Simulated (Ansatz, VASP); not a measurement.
## One calculation of ZnCd2Se3, two programs

File INCAR:

```
SYSTEM = ZnCd2Se3
ALGO = Normal
EDIFF = 1E-6
EDIFFG = -0.04
ENCUT = 600
GGA = PE
IBRION = 2
ISIF = 3
ISMEAR = 0
LASPH = .TRUE.
LCHARG = .FALSE.
LREAL = .FALSE.
LWAVE = .FALSE.
NELM = 60
NSW = 90
PREC = Accurate
SIGMA = 0.1
```

KPOINTS

```
k-points
0
G
  4 4 2
  0 0 0
```

The input POSCAR:

```
ZnCd2Se3
1.0
    4.0752600000      0.0000000000      0.0000000000
    0.0000000000      4.0752600000      0.0000000000
    0.0000000000      0.0000000000      8.9781803900
Zn Cd Se
1 2 3
Direct
    0.0000000000      0.0000000000      0.0000000000
    0.0000000000      0.5000000000      0.7315000300
    0.5000000000      0.0000000000      0.2684999700
    0.0000000000      0.5000000000      0.3835000100
    0.5000000000      0.0000000000      0.6164999900
    0.5000000000      0.5000000000      0.0000000000
```

Input for Ansatz:

```yaml
crystal:
  lattice:
    - [4.07526, 0.0, 0.0]
    - [0.0, 4.07526, 0.0]
    - [0.0, 0.0, 8.97818039]
  atoms:
    - { symbol: Zn, position: [0.0, 0.0, 0.0] }
    - { symbol: Cd, position: [0.0, 0.5, 0.73150003] }
    - { symbol: Cd, position: [0.5, 0.0, 0.26849997] }
    - { symbol: Se, position: [0.0, 0.5, 0.38350001] }
    - { symbol: Se, position: [0.5, 0.0, 0.61649999] }
    - { symbol: Se, position: [0.5, 0.5, 0.0] }
basis:
  ecutwfc: 420
kpoints:
  mp_grid: { grid: [4, 4, 2] }
hamiltonian:
  xc: pbe
scf:
  occupations: { method: gaussian, width: 0.1 }
  lower_state_search: "off"
output:
  forces: true
  stress: true
  eigenvalues: true
relax:
  adjacent_minimum: "off"
  f_tol: 0.04
  max_steps: 70
  cell: { stress_tol: 0.4 }
```

Change from the starting cell: species swapped into the Ti2CuSb3 type (P-4m2, No. 115).

Alike in both runs: task relaxation of cell and atoms; functional PBE; k mesh 4 × 4 × 2; occupations gaussian, width 0.1 eV; no spin polarisation.

|  | VASP | Ansatz |
| --- | --- | --- |
| version | VASP 6.6.1 | Ansatz 0.2.0 |
| potentials or method | VASP PAW PBE potentials, release 64 (Zn, Cd, Se), cutoff 600 eV | scalar-relativistic, plane waves, PAW |
| valence electrons in the cell | 54 | 100 |

```tsv
	VASP	Ansatz	Ansatz less VASP
gap on the k mesh at the Fermi level, each at its own relaxed structure (eV)	none	none	-
relaxed volume (Å³/atom)	28.83	28.06	-0.766
relaxed cell length with the largest relative difference (Å)	11.775	11.500	-0.2756
```

A gap of «none» marks a metal or a gap that the smearing closes. VASP's potentials hold 54 valence electrons a cell and Ansatz's 100, so a difference there can come from the potentials and not from the codes.

The k mesh is coarse, so the values compare programs but aren't converged. Noted on VASP's run: the volume moved by over 15 % at a fixed basis, so the end points are rough.
